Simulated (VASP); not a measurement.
# CoMo (P-6m2) in VASP: notebook

Runs on CoMo. Level: LDA. Tasks: single point.

All numbers are computed with VASP 6.6.1; they aren't measurements. Logs are shortened: lines on timing, memory, paths and dates and some standing lists are left out, and cuts for length are marked.

## Step 1: The cell of the first run

It takes space group P-6m2 (No. 187, hexagonal). Conventional cell: a = 2.695 Å, b = 2.695 Å, c = 4.184 Å, α = 90.00°, β = 90.00°, γ = 120.00°. Co (site symmetry -6m2) has 6 Mo at 2.61 Å and 6 Co at 2.69 Å within 3.4 Å. Mo (site symmetry -6m2) has 6 Co at 2.61 Å and 6 Mo at 2.69 Å within 3.4 Å.

## Step 2: Single point, LDA, collinear spin, zero start

The input, INCAR:

```
SYSTEM = CoMo
PREC = Accurate ; ENCUT = 690
EDIFF = 1E-6 ; ISMEAR = -1
SIGMA = 0.05 ; LREAL = .False.
LASPH = .True. ; NELM = 200
ALGO = Normal ; ISIF = 2
LWAVE = .False. ; LCHARG = .False.
ISPIN = 2 ; MAGMOM = 0 0
LORBIT = 11 ; NUPDOWN = 0.0
LMAXMIX = 4 ; GGA = CA
NBANDS = 26 ; GGA_COMPAT = .False.
```

The input, KPOINTS:

```
Automatic mesh
0
Gamma
  14 14 8
  0 0 0
```

The input, POSCAR:

```
CoMo
1.0
    2.6949279053      0.0000000000      0.0000000000
   -1.3474639526      2.3338760273      0.0000000000
    0.0000000000      0.0000000000      4.1836180000
Co Mo
1 1
Direct
    0.6666666667      0.3333333333      0.5000000000
    0.3333333333      0.6666666667      0.0000000000
```

Potentials or basis: VASP PAW LDA potentials, release 64 (Co_sv, Mo_sv).

Launch:

```
> cat potpaw_LDA.64/Co_sv/POTCAR potpaw_LDA.64/Mo_sv/POTCAR > POTCAR
> mpirun -np 1 vasp_std > vasp.out
```

OUTCAR:

```text
SYSTEM = CoMo
   PREC = Accurate
   ENCUT = 690
   EDIFF = 1E-6
   ISMEAR = -1
   LREAL = .False.
   LASPH = .True.
   NELM = 200
   ISIF = 2
   ISPIN = 2
   LORBIT = 11
   NUPDOWN = 0.0
   GGA = CA

 ion  position               nearest neighbor table
   1  0.667  0.333  0.500-   2 2.61   2 2.61   2 2.61   2 2.61   2 2.61   2 2.61
   2  0.333  0.667  0.000-   1 2.61   1 2.61   1 2.61   1 2.61   1 2.61   1 2.61

  LATTYP: Found a hexagonal cell.
 ALAT       =     2.6949279053
 C/A-ratio  =     1.5524044231

  Lattice vectors:

 A1 = (   2.6949279053,   0.0000000000,   0.0000000000)
 A2 = (  -1.3474639526,   2.3338760273,   0.0000000000)
 A3 = (   0.0000000000,   0.0000000000,   4.1836180000)

Analysis of symmetry for initial positions (statically):
=====================================================================
 Subroutine PRICEL returns:
 Original cell was already a primitive cell.

 Routine SETGRP: Setting up the symmetry group for a
 hexagonal supercell.

 Subroutine GETGRP returns: Found 12 space group operations
 (whereof 12 operations were pure point group operations)
 out of a pool of 24 trial point group operations.

The static configuration has the point symmetry D_3h.

Analysis of symmetry for dynamics (positions and initial velocities):
=====================================================================
 Subroutine PRICEL returns:
 Original cell was already a primitive cell.

 Routine SETGRP: Setting up the symmetry group for a
 hexagonal supercell.

 Subroutine GETGRP returns: Found 12 space group operations
 (whereof 12 operations were pure point group operations)
 out of a pool of 24 trial point group operations.

The dynamic configuration has the point symmetry D_3h.

Analysis of structural, dynamic, and magnetic symmetry:
=====================================================================
 Subroutine PRICEL returns:
 Original cell was already a primitive cell.

 Routine SETGRP: Setting up the symmetry group for a
 hexagonal supercell.

 Subroutine GETGRP returns: Found 12 space group operations
 (whereof 12 operations were pure point group operations)
 out of a pool of 24 trial point group operations.

The overall configuration has the point symmetry D_3h.

 Subroutine INISYM returns: Found 12 space group operations
 (whereof 12 operations are pure point group operations),
 and found     1 'primitive' translations

----------------------------------------------------------------------------------------

                                     Primitive cell

  volume of cell :      26.3134

[... 113 lines left out ...]
   GGA     = CA    functional components
   LHFCALC =     F    Hartree Fock is set to
   AEXX    =    0.0000 exact exchange contribution
   IVDW    =     0    specifies the selected vdW correction
   LEPSILON=     F    determine dielectric tensor
   LRPA    =     F    only Hartree local field effects (RPA)
 spin polarized calculation
  energy-cutoff  :      690.00
  volume of cell :       26.31
 maximum number of plane-waves:      1098
 NGX is ok and might be reduce to    24
   NGX = 11   NGY = 11   NGZ = 17

 number of electron      30.9999975 magnetization      -0.0000000

 number of electron      30.9999975 magnetization       0.0000000

 Free energy of the ion-electron system (eV)
  ---------------------------------------------------
  ext. energy  EPLUGINS =         0.00000000
  ---------------------------------------------------
  free energy    TOTEN  =       -19.95304248 eV

  energy without entropy =      -19.93024543  energy(sigma->0) =      -19.94164395

 E-fermi :  11.8997     XC(G=0): -13.9080

 val. band max:       11.8833478051   @ k =   0.4286   0.0714   0.2500
 cond. band min:      11.9015893450   @ k =   0.2857   0.2143   0.3750
 fundamental gap:      0.0182415400
 Fermi energy:        11.8996572985

 spin component 1

 k-point     1 :       0.0000    0.0000    0.0000
  band No.  band energies     occupation
      1     -81.8602      1.00000
      2     -48.5939      1.00000
      3     -45.8344      1.00000
      4     -45.5901      1.00000
      5     -45.5901      1.00000
      6     -22.9098      1.00000
[... 685 lines left out ...]
     25      28.3552      0.00000
     26      28.4995      0.00000

 [... further k-points ...]

 spin component 2

 k-point     1 :       0.0000    0.0000    0.0000
  band No.  band energies     occupation
      1     -81.8602      1.00000
      2     -48.5939      1.00000
      3     -45.8344      1.00000
      4     -45.5901      1.00000
      5     -45.5901      1.00000
      6     -22.9098      1.00000
[... 685 lines left out ...]
     25      28.3552      0.00000
     26      28.4995      0.00000

 [... further k-points ...]

------------------------ aborting loop because EDIFF is reached ----------------------------------------

  FORCE on cell =-STRESS in cart. coord.  units (eV):
  Direction    XX          YY          ZZ          XY          YZ          ZX
  --------------------------------------------------------------------------------------
  -------------------------------------------------------------------------------------
  Total       -2.0720992     -2.0720992     -2.1459376     -0.0000000     -0.0000000     -0.0000000
  in kB     -126.1665320   -126.1665320   -130.6624246     -0.0000000     -0.0000000     -0.0000000
  external PRESSURE =    -127.6651629 kB  Pullay stress =       0.0000000 kB

 VOLUME and BASIS-vectors are now :
 -----------------------------------------------------------------------------
  energy-cutoff  :      690.00
  volume of cell :       26.31
      direct lattice vectors                 reciprocal lattice vectors
     2.694927905  0.000000000  0.000000000     0.371067440  0.214235887  0.000000000
    -1.347463953  2.333876027  0.000000000     0.000000000  0.428471773  0.000000000
     0.000000000  0.000000000  4.183618000     0.000000000  0.000000000  0.239027559

 POSITION                                       TOTAL-FORCE (eV/Angst)
 -----------------------------------------------------------------------------------
      1.34746      0.77796      2.09181         0.000000      0.000000      0.000000
     -0.00000      1.55592      0.00000        -0.000000     -0.000000      0.000000
 -----------------------------------------------------------------------------------
    total drift:                               -0.000000      0.000000      0.000000

  FREE ENERGIE OF THE ION-ELECTRON SYSTEM (eV)
  ---------------------------------------------------
  free  energy   TOTEN  =       -19.9530424764 eV

  energy  without entropy=      -19.9302454250  energy(sigma->0) =      -19.94164395

 total charge

# of ion       s       p       d       tot
------------------------------------------
    1        2.240   6.108   6.742  15.091
    2        2.413   6.200   4.012  12.625
--------------------------------------------------
tot          4.653  12.309  10.754  27.715

 magnetization (x)

# of ion       s       p       d       tot
------------------------------------------
    1       -0.000  -0.000   0.000  -0.000
    2       -0.000  -0.000   0.000   0.000
--------------------------------------------------
tot         -0.000  -0.000   0.000  -0.000
```

OSZICAR:

```text
N       E                     dE             d eps       ncg     rms          rms(c)
DAV:   1     0.458483504457E+03    0.45848E+03   -0.21008E+04 17024   0.352E+03
DAV:   2    -0.377225089454E+01   -0.46226E+03   -0.43829E+03 18760   0.899E+02
DAV:   3    -0.225007621496E+02   -0.18729E+02   -0.18149E+02 18494   0.168E+02
DAV:   4    -0.227079306185E+02   -0.20717E+00   -0.20693E+00 17734   0.155E+01
DAV:   5    -0.227153243182E+02   -0.73937E-02   -0.73934E-02 17140   0.278E+00    0.247E+01
DAV:   6    -0.389735673330E+02   -0.16258E+02   -0.84422E+01 15472   0.171E+02    0.570E+01
DAV:   7    -0.212639137562E+02    0.17710E+02   -0.18257E+01 16044   0.964E+01    0.143E+01
DAV:   8    -0.204078084811E+02    0.85611E+00   -0.72391E+00 20630   0.436E+01    0.875E+00
DAV:   9    -0.199788828372E+02    0.42893E+00   -0.11753E+00 20710   0.147E+01    0.246E+00
DAV:  10    -0.199646191155E+02    0.14264E-01   -0.37464E-02 15860   0.182E+00    0.184E+00
DAV:  11    -0.199531629566E+02    0.11456E-01   -0.17556E-02 16788   0.232E+00    0.506E-01
DAV:  12    -0.199548338085E+02   -0.16709E-02   -0.28978E-03 18852   0.808E-01    0.607E-01
DAV:  13    -0.199531247434E+02    0.17091E-02   -0.18725E-03 18706   0.639E-01    0.179E-01
DAV:  14    -0.199530639854E+02    0.60758E-04   -0.97944E-05 18658   0.784E-02    0.883E-02
DAV:  15    -0.199530448952E+02    0.19090E-04   -0.15212E-05 16968   0.477E-02    0.346E-02
DAV:  16    -0.199530424934E+02    0.24018E-05   -0.23089E-06  7460   0.214E-02    0.125E-02
DAV:  17    -0.199530424764E+02    0.17010E-07   -0.67603E-07  7140   0.118E-02
   1 F= -.19953042E+02 E0= -.19941644E+02  d E =-.227971E-01  mag=     0.0000
```

It took 2 min on 1 thread of Intel Xeon Platinum 8488C (Sapphire Rapids), shared host; peak memory 0.29 GiB.

Results:

```yaml
Free_energy: -19.9530 eV
Pressure: -12.8 GPa
Net_moment: 0.00 μB per cell
Valence_electrons_inside_the_program's_atomic_spheres: Co 15.09; Mo 12.62
```

Caveat: the cell stands under tension; the total moment is fixed, so each spin has its own Fermi level.

## Step 3: Single point, LDA

The input, INCAR:

```
SYSTEM = CoMo
ALGO = Normal ; EDIFF = 1E-6
ENCUT = 690 ; GGA_COMPAT = .False.
ISIF = 2 ; ISMEAR = -1
LASPH = .True. ; LCHARG = .False.
LREAL = .False. ; LWAVE = .False.
NBANDS = 22 ; NELM = 120
PREC = Accurate ; SIGMA = 0.05
```

The input, KPOINTS:

```
k-points
0
Gamma
  14 14 8
  0 0 0
```

POSCAR is that of step 2.

Potentials or basis: VASP PAW LDA potentials, release 64 (Co_sv, Mo_sv).

Launch:

```
> cat potpaw_LDA.64/Co_sv/POTCAR potpaw_LDA.64/Mo_sv/POTCAR > POTCAR
> mpirun -np 1 vasp_std > vasp.out
```

Run time: 93 s. Hardware: 1 thread of Intel Xeon Platinum 8259CL at 2.50GHz (Skylake/Cascade Lake), shared host; peak memory 0.22 GiB.

It converged, with:

```yaml
Free_energy: -19.9530 eV
Pressure: -12.8 GPa
Band_gap_on_the_k_mesh: zero (an odd number of electrons rules out a gap without spin polarisation)
```

Stress tensor (GPa, compression positive):
```
-12.68   0.00   0.00
  0.00 -12.68   0.00
  0.00   0.00 -13.12
```

Levels at points of the mesh, in eV from the Fermi level:
| k point | band 12 | band 13 | band 14 | band 15 | band 16 | band 17 | band 18 | band 19 | band 20 | band 21 |
| --- | --- | --- | --- | --- | --- | --- | --- | --- | --- | --- |
| (0.00, 0.00, 0.00) | -1.41 | -1.23 | -0.94 | -0.94 | -0.46 | -0.46 | 1.49 | 2.89 | 2.89 | 10.31 |
| (0.50, 0.00, 0.00) | -1.82 | -1.46 | -1.13 | -0.73 | 0.12 | 2.71 | 2.83 | 4.97 | 7.36 | 10.26 |
| (0.00, 0.00, 0.50) | -1.55 | -1.55 | -1.53 | -1.53 | -1.52 | 0.45 | 0.45 | 2.84 | 2.84 | 13.50 |
| (0.50, 0.00, 0.50) | -2.54 | -1.00 | -0.21 | 0.07 | 1.20 | 1.96 | 2.15 | 4.17 | 4.98 | 8.81 |

Caveat: the cell stands under tension; the run has no spin polarisation, though such a crystal can be magnetic. Spin polarisation is off, so any magnetic state and its effect on volume and gap are missing.
